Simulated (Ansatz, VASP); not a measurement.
Two plane-wave programs on MgCd3Te2

```xyz
6
Lattice="7.2105 0.0000 0.0000 -3.6053 6.2445 0.0000 0.0000 0.0000 4.4262" Properties=species:S:1:pos:R:3 pbc="T T T"
Mg    0.0000    0.0000    0.0000
Cd    3.6053    0.0000    2.2131
Cd    1.8026    3.1222    2.2131
Cd   -1.8026    3.1222    2.2131
Te    0.0000    4.1630    0.0000
Te    3.6053    2.0815    0.0000
```

Change from the starting cell: species swapped into the GdCo3B2 type (P6/mmm, No. 191).

Alike in both runs: task relaxation of cell and atoms; functional PBE; k mesh 6 × 6 × 8; occupations gaussian, width 0.1 eV; no spin polarisation.

```csv
,VASP,Ansatz
version,VASP 6.6.1,Ansatz 0.2.0
potentials or method,"VASP PAW PBE potentials, release 64 (Mg, Cd, Te), cutoff 600 eV","scalar-relativistic, plane waves, PAW"
valence electrons in the cell,50,102
```

```csv
,VASP,Ansatz,Ansatz less VASP
"gap on the k mesh at the Fermi level, each at its own relaxed structure (eV)",none,none,-
relaxed volume (Å³/atom),34.38,34.32,-0.067
relaxed cell length with the largest relative difference (Å),4.214,4.210,-0.0040
```

A gap of «none» marks a metal or a gap that the smearing closes. VASP's potentials hold 50 valence electrons a cell and Ansatz's 102, so a difference there can come from the potentials and not from the codes.

Spin-orbit coupling is off throughout.
